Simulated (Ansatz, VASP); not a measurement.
## One calculation of KCl, two programs

```
CELL_PARAMETERS angstrom
0.00000 3.18918 3.18918
3.18918 0.00000 3.18918
3.18918 3.18918 0.00000
ATOMIC_POSITIONS crystal
K 0.00000 0.00000 0.00000
Cl 0.50000 0.50000 0.50000
```

Alike in both runs: task relaxation of cell and atoms; functional PBEsol; k mesh 6 × 6 × 6; occupations gaussian, width 0.02 eV; no spin polarisation.

|  | VASP | Ansatz |
| --- | --- | --- |
| version | VASP 6.6.1 | Ansatz 0.2.0 |
| potentials or method | VASP PAW PBE potentials, release 64 (K_sv, Cl), cutoff 600 eV | scalar-relativistic, plane waves, PAW |
| valence electrons in the cell | 16 | 16 |

```tsv
	VASP	Ansatz	Ansatz less VASP
gap on the k mesh at the Fermi level, each at its own relaxed structure (eV)	5.08	5.10	+0.019
relaxed volume (Å³/atom)	30.56	30.42	-0.143
relaxed cell length with the largest relative difference (Å)	4.421	4.415	-0.0069
```

VASP's potentials were made for PBE, not for PBEsol.
